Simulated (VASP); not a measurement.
# W (Pbcm) in VASP: notebook

The runs below take W through single point, with r2SCAN.

All numbers are computed with VASP 6.6.1; they aren't measurements. Logs are shortened: lines on timing, memory, paths and dates and some standing lists are left out, and cuts for length are marked.

**1. The cell of the first run**

Symmetry: Pbcm, No. 57, orthorhombic system. The conventional cell has a = 2.828 Å, b = 4.896 Å, c = 4.956 Å, α = 90.00°, β = 90.00°, γ = 90.00°. Within 3.6 Å of W (site symmetry m) lie 12 W at 2.71 to 3.08 Å.

**2. Single point, r2SCAN**

The input, POSCAR:

```
W
1.0
    2.8282695754      0.0000000000      0.0000000000
    0.0000000000      4.8960819983      0.0000000000
    0.0000000000      0.0000000000      4.9563032019
W
4
Direct
    0.7931720000      0.9368430000      0.7500000000
    0.2068280000      0.4368430000      0.7500000000
    0.2068280000      0.0631570000      0.2500000000
    0.7931720000      0.5631570000      0.2500000000
```

The input, INCAR.step1:

```
SYSTEM = W
PREC = Accurate
ENCUT = 520
ISMEAR = -1
SIGMA = 0.05
LREAL = .False.
LASPH = .True.
NELM = 100
NBANDS = 36
GGA = PE
ALGO = Normal
EDIFF = 1E-4
LWAVE = .True.
LCHARG = .False.
```

The input, INCAR.step2:

```
SYSTEM = W
PREC = Accurate
ENCUT = 520
EDIFF = 1E-7
ISMEAR = -1
SIGMA = 0.05
LREAL = .False.
LASPH = .True.
NELM = 100
ALGO = Normal
ISIF = 2
LWAVE = .False.
LCHARG = .True.
METAGGA = R2SCAN
LMIXTAU = .True.
LELF = .True.
LVHAR = .True.
NBANDS = 36
ISTART = 1
```

The input, KPOINTS:

```
Automatic mesh
0
Gamma
  9 6 6
  0 0 0
```

Potentials or basis: VASP PAW PBE potentials, release 64 (W_sv).

Run with:

```console
$ cat potpaw_PBE.64/W_sv/POTCAR > POTCAR
$ cp INCAR.step1 INCAR
$ mpirun -np 1 vasp_std > vasp.out
$ cp INCAR.step2 INCAR
$ mpirun -np 1 vasp_std > vasp.out
```

OUTCAR:

```text
SYSTEM = W
   PREC = Accurate
   ENCUT = 520
   EDIFF = 1E-7
   ISMEAR = -1
   LREAL = .False.
   LASPH = .True.
   NELM = 100
   ISIF = 2
   METAGGA = R2SCAN
   ISTART = 1

 ion  position               nearest neighbor table
   1  0.793  0.937  0.750-   2 2.71   2 2.71   3 2.81   3 2.81   2 2.96   2 2.96   3 3.05   3 3.05
                             4 3.08   4 3.08
   2  0.207  0.437  0.750-   1 2.71   1 2.71   4 2.81   4 2.81   1 2.96   1 2.96   4 3.05   4 3.05
                             3 3.08   3 3.08
   3  0.207  0.063  0.250-   4 2.71   4 2.71   1 2.81   1 2.81   4 2.96   4 2.96   1 3.05   1 3.05
                             2 3.08   2 3.08
   4  0.793  0.563  0.250-   3 2.71   3 2.71   2 2.81   2 2.81   3 2.96   3 2.96   2 3.05   2 3.05
                             1 3.08   1 3.08

  LATTYP: Found a simple orthorhombic cell.
 ALAT       =     2.8282695754
 B/A-ratio  =     1.7311228183
 C/A-ratio  =     1.7524154151

  Lattice vectors:

 A1 = (   2.8282695754,   0.0000000000,   0.0000000000)
 A2 = (   0.0000000000,   4.8960819983,   0.0000000000)
 A3 = (   0.0000000000,   0.0000000000,   4.9563032019)

Analysis of symmetry for initial positions (statically):
=====================================================================
 Subroutine PRICEL returns:
 Original cell was already a primitive cell.

 Routine SETGRP: Setting up the symmetry group for a
 simple orthorhombic supercell.

 Subroutine GETGRP returns: Found  8 space group operations
 (whereof  2 operations were pure point group operations)
 out of a pool of  8 trial point group operations.

The static configuration has the point symmetry S_2 .
 The point group associated with its full space group is D_2h.

Analysis of symmetry for dynamics (positions and initial velocities):
=====================================================================
 Subroutine PRICEL returns:
 Original cell was already a primitive cell.

 Routine SETGRP: Setting up the symmetry group for a
 simple orthorhombic supercell.

 Subroutine GETGRP returns: Found  8 space group operations
 (whereof  2 operations were pure point group operations)
 out of a pool of  8 trial point group operations.

The dynamic configuration has the point symmetry S_2 .
 The point group associated with its full space group is D_2h.

 Subroutine INISYM returns: Found  8 space group operations
 (whereof  2 operations are pure point group operations),
 and found     1 'primitive' translations

----------------------------------------------------------------------------------------

[... 92 lines left out ...]
   LSORBIT =      F    spin-orbit coupling
   LASPH  =      T    aspherical Exc in radial PAW
   ENCUT  =  520.0 eV  38.22 Ry    6.18 a.u.   5.26  9.10  9.22*2*pi/ulx,y,z
   NELM   =    100;   NELMIN=  2; NELMDL=  0     # of ELM steps
   EDIFF  = 0.1E-06   stopping-criterion for ELM
   LREAL  =      F    real-space projection
   EDIFFG = 0.1E-05   stopping-criterion for IOM
   NSW    =      0    number of steps for IOM
   IBRION =     -1    ionic relax: 0-MD 1-quasi-New 2-CG
   NFREE  =      0    steps in history (QN), initial steepest desc. (CG)
   ISIF   =      2    stress and relaxation
   ISYM   =      2    0-nonsym 1-usesym 2-fastsym
   POTIM  = 0.5000    time-step for ionic-motion
   TEBEG  =    0.0;   TEEND  =   0.0 temperature during run
   PSTRESS=    0.0 pullay stress
   NELECT =      56.0000    total number of electrons
   NUPDOWN=      -1.0000    fix difference up-down
   EMIN   =  10.00;   EMAX   =-10.00  energy-range for DOS
   EFERMI =   0.00;   METHOD = LEGACY
   ISMEAR =    -1;   SIGMA  =   0.05  broadening in eV -4-tet -1-fermi 0-gaus
   EFERMI_NEDOS =   21; number of points for ismear=-14 and -15
   IALGO  =     38    algorithm
   IMIX   =      4    mixing-type and parameters
     AMIX     =   0.40;   BMIX     =  1.00
     AMIX_MAG =   1.60;   BMIX_MAG =  1.00
  volume/ion in A,a.u.               =      17.16       115.79
  Fermi-wavevector in a.u.,A,eV,Ry     =   1.529778  2.890861 31.840633  2.340220
  Thomas-Fermi vector in A             =   2.637352
   LORBIT       =      0    0 simple, 1 ext, 2 COOP (PROOUT), +10 PAW based schemes
   METAGGA = R2SCAN    functional components
   LHFCALC =     F    Hartree Fock is set to
   AEXX    =    0.0000 exact exchange contribution
   IVDW    =     0    specifies the selected vdW correction
   LEPSILON=     F    determine dielectric tensor
   LRPA    =     F    only Hartree local field effects (RPA)
 non-spin polarized calculation
  energy-cutoff  :      520.00
  volume of cell :       68.63
 maximum number of plane-waves:      1866
 NGX is ok and might be reduce to    24
   NGX = 11   NGY = 19   NGZ = 19

 number of electron      56.0000003 magnetization

 Free energy of the ion-electron system (eV)
  ---------------------------------------------------
  ext. energy  EPLUGINS =         0.00000000
  ---------------------------------------------------
  free energy    TOTEN  =      -203.09176568 eV

  energy without entropy =     -203.06591211  energy(sigma->0) =     -203.07883890

 E-fermi :   9.9431     XC(G=0): -14.4113

 val. band max:        9.9419998715   @ k =   0.1111   0.1667   0.3333
 cond. band min:       9.9508436304   @ k =   0.2222   0.0000   0.0000
 fundamental gap:      0.0088437589
 Fermi energy:         9.9431061012

 k-point     1 :       0.0000    0.0000    0.0000
  band No.  band energies     occupation
      1     -65.9242      2.00000
      2     -65.8448      2.00000
      3     -65.8107      2.00000
      4     -65.7606      2.00000
      5     -30.0270      2.00000
      6     -29.9764      2.00000
[... 925 lines left out ...]
     35      13.0608      0.00000
     36      13.8093      0.00000

 [... further k-points ...]
[... 5 lines left out ...]
  --------------------------------------------------------------------------------------
  -------------------------------------------------------------------------------------
  Total       -4.9969454     -5.2966835     -4.0431810      0.0000000      0.0000000      0.0000000
  in kB     -116.6508301   -123.6480461    -94.3857473      0.0000000      0.0000000      0.0000000
  external PRESSURE =    -111.5615412 kB  Pullay stress =       0.0000000 kB

 VOLUME and BASIS-vectors are now :
 -----------------------------------------------------------------------------
  energy-cutoff  :      520.00
  volume of cell :       68.63
      direct lattice vectors                 reciprocal lattice vectors
     2.828269575  0.000000000  0.000000000     0.353573085  0.000000000  0.000000000
     0.000000000  4.896081998  0.000000000     0.000000000  0.204244945  0.000000000
     0.000000000  0.000000000  4.956303202     0.000000000  0.000000000  0.201763282

 POSITION                                       TOTAL-FORCE (eV/Angst)
 -----------------------------------------------------------------------------------
      2.24330      4.58686      3.71723         0.123340      0.142956      0.000000
      0.58497      2.13882      3.71723        -0.123340      0.142956      0.000000
      0.58497      0.30922      1.23908        -0.123340     -0.142956      0.000000
      2.24330      2.75726      1.23908         0.123340     -0.142956      0.000000
 -----------------------------------------------------------------------------------
    total drift:                               -0.000000      0.000000     -0.000000

  FREE ENERGIE OF THE ION-ELECTRON SYSTEM (eV)
  ---------------------------------------------------
  free  energy   TOTEN  =      -203.0917656824 eV

  energy  without entropy=     -203.0659121101  energy(sigma->0) =     -203.07883890
```

OUTCAR.step1:

```text
SYSTEM = W
   PREC = Accurate
   ENCUT = 520
   ISMEAR = -1
   LREAL = .False.
   LASPH = .True.
[... 1172 lines left out ...]
      0.58497      2.13882      3.71723        -0.003419      0.063480      0.000000
      0.58497      0.30922      1.23908        -0.003419     -0.063480     -0.000000
      2.24330      2.75726      1.23908         0.003419     -0.063480      0.000000
 -----------------------------------------------------------------------------------
    total drift:                               -0.000000      0.000000     -0.000000

  FREE ENERGIE OF THE ION-ELECTRON SYSTEM (eV)
  ---------------------------------------------------
  free  energy   TOTEN  =       -49.8042149005 eV

  energy  without entropy=      -49.7769835130  energy(sigma->0) =      -49.79059921
```

OSZICAR.step1:

```text
N       E                     dE             d eps       ncg     rms          rms(c)
DAV:   1     0.720997793035E+03    0.72100E+03   -0.33363E+04  5760   0.181E+03
DAV:   2    -0.153824231005E+02   -0.73638E+03   -0.72226E+03  6100   0.575E+02
DAV:   3    -0.513216249614E+02   -0.35939E+02   -0.34603E+02  6920   0.122E+02
DAV:   4    -0.522726579598E+02   -0.95103E+00   -0.93972E+00  6892   0.184E+01
DAV:   5    -0.522874880305E+02   -0.14830E-01   -0.14805E-01  6860   0.251E+00    0.359E+01
DAV:   6    -0.502981022199E+02    0.19894E+01   -0.29879E+00  6496   0.126E+01    0.137E+01
DAV:   7    -0.498211729814E+02    0.47693E+00   -0.15119E+00  6836   0.812E+00    0.115E+00
DAV:   8    -0.498042802787E+02    0.16893E-01   -0.41377E-02  6732   0.145E+00    0.155E-01
DAV:   9    -0.498042176066E+02    0.62672E-04   -0.16721E-03  7112   0.259E-01    0.106E-01
DAV:  10    -0.498042149005E+02    0.27061E-05   -0.88263E-05  3976   0.656E-02
   1 F= -.49804215E+02 E0= -.49790599E+02  d E =-.272314E-01
```

It took 17 min on 1 thread of Oxide Virtual Turin-like, shared host; peak memory 0.25 GiB.

What came out:

* Free energy: -203.0918 eV
* Pressure: -11.2 GPa
* Largest force: 0.189 eV/Å
* Band gap on the k mesh: zero (bands 28 and 29 overlap by 1.17 eV)

Forces on the atoms (eV/Å):
```
W    0.123  0.143  0.000
W   -0.123  0.143  0.000
W   -0.123 -0.143  0.000
W    0.123 -0.143  0.000
```

Caveat: the cell stands under tension; the PAW data sets were made with another functional, which shifts forces and pressure a little; spin-orbit coupling is left out, which moves the levels of the heavy elements.

(Part 1 of 2 ends here.)
